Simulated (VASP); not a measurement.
A run of VASP 6.6.1:

File INCAR:

```
SYSTEM = Mg
PREC = Accurate ; ENCUT = 600
EDIFF = 1E-7 ; ISMEAR = -1
SIGMA = 0.05 ; LREAL = .FALSE.
LASPH = .TRUE. ; NELM = 120
ALGO = Normal ; ISIF = 3
LWAVE = .FALSE. ; LCHARG = .FALSE.
GGA = PE ; IBRION = 2
NSW = 60 ; EDIFFG = -0.005
GGA_COMPAT = .FALSE. ; NELMIN = 4
```

The input KPOINTS:

```
regular mesh
0
G
  17 17 17
  0 0 0
```

File POSCAR:

```
Mg
1.0
   -1.7898606885      1.7898606885      1.7898606885
    1.7898606885     -1.7898606885      1.7898606885
    1.7898606885      1.7898606885     -1.7898606885
Mg
1
Direct
    0.0000000000      0.0000000000      0.0000000000
```

Potentials or basis: VASP PAW PBE potentials, release 64 (Mg).

Launch:

```sh
$ cat potpaw_PBE.64/Mg/POTCAR > POTCAR
$ mpirun -np 1 vasp_std > vasp.out
```

Hardware: 1 thread of Intel Xeon 8259CL, with other jobs on the host.

Task: How long does it take, and how much memory?

Result: Wall time 64 s on 1 thread of Intel Xeon 8259CL, with other jobs on the host, peak memory 0.18 GiB. Counts: scf iterations 18, k points 165, ion steps 3.
